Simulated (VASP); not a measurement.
**MgRh: electric field gradients with LDA**

The system is MgRh.

```
Mg Rh
1.0
     3.09920    0.00000    0.00000
     0.00000    3.09920    0.00000
     0.00000    0.00000    3.09920
Mg Rh
1 1
Direct
  0.00000 0.00000 0.00000
  0.50000 0.50000 0.50000
```

```yaml
Program: VASP 6.6.1
Task: electric field gradients
Functional: LDA
Potentials_or_basis: VASP PAW LDA potentials, release 64 (Mg, Rh_pv)
Cutoff: 520 eV
k_mesh: 10 × 10 × 10
Occupations: fermi-dirac, width 0.05 eV
Spin: no spin polarisation
Dipole_correction: no
Further_INCAR_settings: ALGO = Normal; EDIFF = 1e-08; NBANDS = 16
```

The pressure is -6.6 GPa.

Levels at points of the mesh, in eV from the Fermi level:
| k point | band 7 | band 8 | band 9 | band 10 | band 11 | band 12 |
| --- | --- | --- | --- | --- | --- | --- |
| (0.00, 0.00, 0.00) | -0.20 | -0.20 | -0.20 | 8.25 | 8.25 | 8.25 |
| (0.50, 0.00, 0.00) | -1.24 | -1.24 | -0.05 | 1.67 | 9.28 | 11.68 |
| (0.50, 0.50, 0.00) | -1.08 | 0.65 | 0.70 | 0.70 | 4.51 | 7.34 |
| (0.50, 0.50, 0.50) | 0.71 | 0.71 | 4.56 | 4.56 | 4.56 | 7.35 |

Run time: 28 s on 1 thread of AMD EPYC 7R43 64-Core Processor (Zen 3), on a shared host, peak memory 0.11 GiB.

Caveat: without QUAD_EFG the Cq values of the log hold for a quadrupole moment of 1 mb, not for the nuclei.
